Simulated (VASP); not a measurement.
# Cu (P6_3/mmc) in VASP: notebook

The runs below take Cu through single point, relaxation of cell and atoms, with RPBE, PBEsol.

Program: VASP 6.6.1. These are calculated values, not measurements. Logs are shortened: lines on timing, memory, paths and dates and some standing lists are left out, and cuts for length are marked.

**1. The cell of the first run**

Symmetry: P6_3/mmc, No. 194, hexagonal system. The conventional cell has a = 2.606 Å, b = 2.606 Å, c = 4.226 Å, α = 90.00°, β = 90.00°, γ = 120.00°. Within 3.4 Å of Cu (site symmetry -6m2) lie 12 Cu at 2.59 to 2.61 Å.

**2. Single point, RPBE**

The input, INCAR:

```
SYSTEM = Cu
  PREC = Accurate
  ENCUT = 520
  EDIFF = 1E-7
  ISMEAR = -1
  SIGMA = 0.05
  LREAL = .False.
  LASPH = .True.
  NELM = 60
  ALGO = Normal
  ISIF = 2
  LWAVE = .False.
  LCHARG = .True.
  GGA = RP
  LELF = .True.
  LVHAR = .True.
  NBANDS = 18
```

The input, KPOINTS:

```
regular mesh
0
Gamma
  12 12 7
  0 0 0
```

The input, POSCAR:

```
Cu
1.0
    2.6057213498      0.0000000000      0.0000000000
   -1.3028606749      2.2566208841      0.0000000000
    0.0000000000      0.0000000000      4.2256548330
Cu
2
Direct
    0.6666666667      0.3333333333      0.7500000000
    0.3333333333      0.6666666667      0.2500000000
```

Potentials or basis: VASP PAW PBE potentials, release 64 (Cu).

Command:

```console
$ cat potpaw_PBE.64/Cu/POTCAR > POTCAR
$ mpirun -np 1 vasp_std > vasp.out
```

OUTCAR:

```text
SYSTEM = Cu
   PREC = Accurate
   ENCUT = 520
   EDIFF = 1E-7
   ISMEAR = -1
   LREAL = .False.
   LASPH = .True.
   NELM = 60
   ISIF = 2
   GGA = RP

 ion  position               nearest neighbor table
   1  0.667  0.333  0.750-   2 2.59   2 2.59   2 2.59   2 2.59   2 2.59   2 2.59
   2  0.333  0.667  0.250-   1 2.59   1 2.59   1 2.59   1 2.59   1 2.59   1 2.59

  LATTYP: Found a hexagonal cell.
 ALAT       =     2.6057213498
 C/A-ratio  =     1.6216833137

  Lattice vectors:

 A1 = (   2.6057213498,   0.0000000000,   0.0000000000)
 A2 = (  -1.3028606749,   2.2566208841,   0.0000000000)
 A3 = (   0.0000000000,   0.0000000000,   4.2256548330)

Analysis of symmetry for initial positions (statically):
=====================================================================
 Subroutine PRICEL returns:
 Original cell was already a primitive cell.

 Routine SETGRP: Setting up the symmetry group for a
 hexagonal supercell.

 Subroutine GETGRP returns: Found 24 space group operations
 (whereof 12 operations were pure point group operations)
 out of a pool of 24 trial point group operations.

The static configuration has the point symmetry D_3d.
 The point group associated with its full space group is D_6h.

Analysis of symmetry for dynamics (positions and initial velocities):
=====================================================================
 Subroutine PRICEL returns:
 Original cell was already a primitive cell.

 Routine SETGRP: Setting up the symmetry group for a
 hexagonal supercell.

 Subroutine GETGRP returns: Found 24 space group operations
 (whereof 12 operations were pure point group operations)
 out of a pool of 24 trial point group operations.

The dynamic configuration has the point symmetry D_3d.
 The point group associated with its full space group is D_6h.

 Subroutine INISYM returns: Found 24 space group operations
 (whereof 12 operations are pure point group operations),
 and found     1 'primitive' translations

----------------------------------------------------------------------------------------

                                     Primitive cell

  volume of cell :      24.8474

  direct lattice vectors                    reciprocal lattice vectors
     2.605721350  0.000000000  0.000000000     0.383770889  0.221570226  0.000000000
    -1.302860675  2.256620884  0.000000000     0.000000000  0.443140453  0.000000000
     0.000000000  0.000000000  4.225654833     0.000000000  0.000000000  0.236649712

  length of vectors
     2.605721350  2.605721350  4.225654833     0.443140453  0.443140453  0.236649712

  position of ions in fractional coordinates (direct lattice)
     0.666666667  0.333333333  0.750000000
     0.333333333  0.666666667  0.250000000

  ion indices of the primitive-cell ions
   primitive index   ion index
                 1           1
                 2           2

----------------------------------------------------------------------------------------

 KPOINTS: regular mesh

Automatic generation of k-mesh.
 Grid dimensions read from file:
 generate k-points for:   12   12    7

 Generating k-lattice:

  Cartesian coordinates                     Fractional coordinates (reciprocal lattice)
     0.031980907  0.018464186  0.000000000     0.083333333 -0.000000000  0.000000000
     0.000000000  0.036928371  0.000000000     0.000000000  0.083333333  0.000000000
     0.000000000  0.000000000  0.033807102     0.000000000  0.000000000  0.142857143

  Length of vectors
     0.036928371  0.036928371  0.033807102

  Shift w.r.t. Gamma in fractional coordinates (k-lattice)
     0.000000000  0.000000000  0.000000000

 Subroutine IBZKPT returns following result:
 ===========================================

 Found     76 irreducible k-points:

 Following reciprocal coordinates:
            Coordinates               Weight
  0.000000  0.000000  0.000000      1.000000
  0.083333 -0.000000  0.000000      6.000000
  0.166667 -0.000000  0.000000      6.000000
  0.250000 -0.000000  0.000000      6.000000
  0.333333  0.000000  0.000000      6.000000
  0.416667  0.000000  0.000000      6.000000
[... 16 lines left out ...]
  0.250000 -0.000000  0.142857     12.000000
  0.333333  0.000000  0.142857     12.000000
 [... further k-points ...]
   k-points           NKPTS =     76   k-points in BZ     NKDIM =     76   number of bands    NBANDS=     18
   number of dos      NEDOS =    301   number of ions     NIONS =      2
   total plane-waves  NPLWV =  12800
   dimension x,y,z NGX =    20 NGY =   20 NGZ =   32
   dimension x,y,z NGXF=    40 NGYF=   40 NGZF=   64
   ions per type =               2
   NGX,Y,Z   is equivalent  to a cutoff of  12.76, 12.76, 12.59 a.u.
   NGXF,Y,Z  is equivalent  to a cutoff of  25.52, 25.52, 25.18 a.u.
 SYSTEM =  Cu
   PREC   = accura    normal or accurate (medium, high low for compatibility)
   ISTART =      0    job   : 0-new  1-cont  2-samecut
   ICHARG =      2    charge: 1-file 2-atom 10-const
   ISPIN  =      1    spin polarized calculation?
   LNONCOLLINEAR =      F non collinear calculations
   LSORBIT =      F    spin-orbit coupling
   LASPH  =      T    aspherical Exc in radial PAW
   ENCUT  =  520.0 eV  38.22 Ry    6.18 a.u.   4.84  4.84  7.86*2*pi/ulx,y,z
   NELM   =     60;   NELMIN=  2; NELMDL= -5     # of ELM steps
   EDIFF  = 0.1E-06   stopping-criterion for ELM
   LREAL  =      F    real-space projection
   EDIFFG = 0.1E-05   stopping-criterion for IOM
   NSW    =      0    number of steps for IOM
   IBRION =     -1    ionic relax: 0-MD 1-quasi-New 2-CG
   NFREE  =      0    steps in history (QN), initial steepest desc. (CG)
   ISIF   =      2    stress and relaxation
   ISYM   =      2    0-nonsym 1-usesym 2-fastsym
   POTIM  = 0.5000    time-step for ionic-motion
   TEBEG  =    0.0;   TEEND  =   0.0 temperature during run
   PSTRESS=    0.0 pullay stress
   NELECT =      22.0000    total number of electrons
   NUPDOWN=      -1.0000    fix difference up-down
   EMIN   =  10.00;   EMAX   =-10.00  energy-range for DOS
   EFERMI =   0.00;   METHOD = LEGACY
   ISMEAR =    -1;   SIGMA  =   0.05  broadening in eV -4-tet -1-fermi 0-gaus
   EFERMI_NEDOS =   21; number of points for ismear=-14 and -15
   IALGO  =     38    algorithm
   IMIX   =      4    mixing-type and parameters
     AMIX     =   0.40;   BMIX     =  1.00
[... 14 lines left out ...]
 maximum number of plane-waves:       687
 NGX is ok and might be reduce to    20
   NGX =  9   NGY =  9   NGZ = 15

 number of electron      22.0000031 magnetization

 Free energy of the ion-electron system (eV)
  ---------------------------------------------------
  ext. energy  EPLUGINS =         0.00000000
  ---------------------------------------------------
  free energy    TOTEN  =        -6.48554079 eV

  energy without entropy =       -6.47706775  energy(sigma->0) =       -6.48130427

 E-fermi :   7.0943     XC(G=0): -12.2959

 val. band max:        7.0899591875   @ k =   0.0833   0.0833   0.1429
 cond. band min:       7.1275246740   @ k =   0.5000  -0.0000   0.0000
 fundamental gap:      0.0375654865
 Fermi energy:         7.0943197925

 k-point     1 :       0.0000    0.0000    0.0000
  band No.  band energies     occupation
      1      -1.8317      2.00000
      2       2.3560      2.00000
      3       4.2826      2.00000
      4       4.3231      2.00000
      5       4.3231      2.00000
      6       4.5186      2.00000
[... 10 lines left out ...]
     17      29.7045      0.00000
     18      29.7045      0.00000

 k-point     2 :       0.0833   -0.0000    0.0000
  band No.  band energies     occupation
      1      -1.6165      2.00000
      2       2.4757      2.00000
      3       4.1623      2.00000
      4       4.3976      2.00000
      5       4.4213      2.00000
      6       4.4875      2.00000
[... 10 lines left out ...]
     17      30.9781      0.00000
     18      30.9930      0.00000

 k-point     3 :       0.1667   -0.0000    0.0000
  band No.  band energies     occupation
      1      -0.9844      2.00000
      2       2.7780      2.00000
      3       3.9888      2.00000
      4       4.1612      2.00000
      5       4.3700      2.00000
      6       4.5967      2.00000
[... 10 lines left out ...]
     17      28.2043      0.00000
     18      29.6341      0.00000

 k-point     4 :       0.2500   -0.0000    0.0000
  band No.  band energies     occupation
      1       0.0108      2.00000
      2       3.0565      2.00000
      3       3.6710      2.00000
      4       3.8679      2.00000
      5       4.2970      2.00000
      6       4.4622      2.00000
[... 10 lines left out ...]
     17      24.9083      0.00000
     18      26.8082      0.00000

 k-point     5 :       0.3333    0.0000    0.0000
  band No.  band energies     occupation
      1       1.2155      2.00000
      2       3.0659      2.00000
      3       3.3284      2.00000
      4       3.9025      2.00000
      5       4.3398      2.00000
      6       4.3714      2.00000
[... 10 lines left out ...]
     17      22.1074      0.00000
     18      25.7671      0.00000

 k-point     6 :       0.4167    0.0000    0.0000
  band No.  band energies     occupation
      1       2.2210      2.00000
      2       2.9408      2.00000
      3       3.1303      2.00000
      4       4.0932      2.00000
      5       4.2556      2.00000
      6       4.3838      2.00000
[... 10 lines left out ...]
     17      20.0669      0.00000
     18      25.4062      0.00000

 k-point     7 :       0.5000   -0.0000    0.0000
  band No.  band energies     occupation
      1       2.5833      2.00000
      2       2.8504      2.00000
      3       3.0659      2.00000
      4       4.2257      2.00000
      5       4.2680      2.00000
      6       4.3527      2.00000
[... 10 lines left out ...]
     17      19.7562      0.00000
     18      25.3016      0.00000

 k-point     8 :       0.0833    0.0833    0.0000
  band No.  band energies     occupation
      1      -1.1924      2.00000
      2       2.6899      2.00000
      3       4.0275      2.00000
      4       4.3286      2.00000
      5       4.4179      2.00000
      6       4.5196      2.00000
[... 10 lines left out ...]
     17      29.9473      0.00000
     18      30.0720      0.00000
[... 229 lines left out ...]
     17      19.5504      0.00000
     18      19.5505      0.00000

 k-point    20 :       0.0000    0.0000    0.1429
  band No.  band energies     occupation
      1      -1.6508      2.00000
      2       2.2440      2.00000
      3       4.2490      2.00000
      4       4.2899      2.00000
      5       4.2899      2.00000
      6       4.4842      2.00000
[... 10 lines left out ...]
     17      28.3905      0.00000
     18      29.7896      0.00000

 k-point    21 :       0.0833   -0.0000    0.1429
  band No.  band energies     occupation
      1      -1.4371      2.00000
      2       2.3762      2.00000
      3       4.1604      2.00000
      4       4.3356      2.00000
      5       4.3554      2.00000
      6       4.3962      2.00000
[... 10 lines left out ...]
     17      28.5106      0.00000
     18      30.1513      0.00000

 k-point    22 :       0.1667   -0.0000    0.1429
  band No.  band energies     occupation
      1      -0.8111      2.00000
      2       2.7161      2.00000
      3       3.9966      2.00000
      4       4.0094      2.00000
      5       4.3218      2.00000
      6       4.4961      2.00000
[... 10 lines left out ...]
     17      27.1598      0.00000
     18      29.0183      0.00000

 k-point    23 :       0.2500   -0.0000    0.1429
  band No.  band energies     occupation
      1       0.1686      2.00000
      2       3.0447      2.00000
      3       3.5810      2.00000
      4       3.8936      2.00000
      5       4.2258      2.00000
      6       4.4797      2.00000
[... 10 lines left out ...]
     17      25.8586      0.00000
     18      27.7083      0.00000

 k-point    24 :       0.3333    0.0000    0.1429
  band No.  band energies     occupation
      1       1.3306      2.00000
      2       3.0651      2.00000
      3       3.3199      2.00000
      4       3.8493      2.00000
      5       4.3260      2.00000
      6       4.3837      2.00000
[... 10 lines left out ...]
     17      24.0144      0.00000
     18      25.9332      0.00000

 [... further k-points ...]
[... 5 lines left out ...]
  --------------------------------------------------------------------------------------
  -------------------------------------------------------------------------------------
  Total        0.0897278      0.0897278      0.0703710      0.0000000     -0.0000000      0.0000000
  in kB        5.7857168      5.7857168      4.5375730      0.0000000     -0.0000000      0.0000000
  external PRESSURE =       5.3696688 kB  Pullay stress =       0.0000000 kB

 VOLUME and BASIS-vectors are now :
 -----------------------------------------------------------------------------
  energy-cutoff  :      520.00
  volume of cell :       24.85
      direct lattice vectors                 reciprocal lattice vectors
     2.605721350  0.000000000  0.000000000     0.383770889  0.221570226  0.000000000
    -1.302860675  2.256620884  0.000000000     0.000000000  0.443140453  0.000000000
     0.000000000  0.000000000  4.225654833     0.000000000  0.000000000  0.236649712

 POSITION                                       TOTAL-FORCE (eV/Angst)
 -----------------------------------------------------------------------------------
      1.30286      0.75221      3.16924         0.000000      0.000000      0.000000
     -0.00000      1.50441      1.05641        -0.000000      0.000000      0.000000
 -----------------------------------------------------------------------------------
    total drift:                               -0.000000      0.000000     -0.000000

  FREE ENERGIE OF THE ION-ELECTRON SYSTEM (eV)
  ---------------------------------------------------
  free  energy   TOTEN  =        -6.4855407892 eV

  energy  without entropy=       -6.4770677500  energy(sigma->0) =       -6.48130427
```

Run time: 55 s. Hardware: 1 thread of Intel Xeon 8259CL, shared host; peak memory 0.15 GiB.

Results:

| Property | Result |
| --- | --- |
| Free energy | -6.4855 eV |
| Pressure | 0.5 GPa |
| Band gap on the k mesh | zero (band 11 reaches 10.98 eV, above the bottom of band 12 at 5.32 eV) |

Levels at points of the mesh, in eV from the Fermi level:
```tsv
k point	band 9	band 10	band 11	band 12	band 13	band 14
(0.00, 0.00, 0.00)	-2.34	-1.64	-1.64	-0.77	3.67	20.82
(0.50, 0.00, 0.00)	-1.50	-1.46	0.03	1.48	7.60	7.96
```

Caveat: the PAW data sets were made with another functional, which shifts forces and pressure a little.

(Part 1 of 2 ends here.)
